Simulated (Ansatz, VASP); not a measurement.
# La2O3 in VASP and in Ansatz

```
CELL_PARAMETERS angstrom
3.93078 0.00000 0.00000
-1.96539 3.40415 0.00000
0.00000 0.00000 6.11195
ATOMIC_POSITIONS crystal
La 0.66667 0.33333 0.75376
La 0.33333 0.66667 0.24624
O 0.66667 0.33333 0.35411
O 0.33333 0.66667 0.64589
O 0.00000 0.00000 0.00000
```

Alike in both runs: task single point; functional PBEsol; k mesh 6 × 6 × 4; no spin polarisation.

|  | VASP | Ansatz |
| --- | --- | --- |
| version | VASP 6.6.1 | Ansatz 0.2.0 |
| potentials or method | VASP PAW PBE potentials, release 64 (La, O) | plane waves, PAW |
| plane-wave cutoff (eV) | 520 | 420 |
| occupations | gaussian, width 0.01 eV | fixed |
| valence electrons in the cell | 40 | 40 |

Ansatz gave:

```
gap on the k mesh at the Fermi level (eV)                     : 3.77
pressure (GPa)                                                : -3.0
traceless stress, the component that is largest in VASP (GPa) : 0.24
```

Which values does VASP return?

gap on the k mesh at the Fermi level (eV): 3.78; pressure (GPa): -3.2; traceless stress, the component that is largest in VASP (GPa): 0.25.

VASP's potentials were made for PBE, not for PBEsol.

Neither program's run includes spin-orbit coupling.
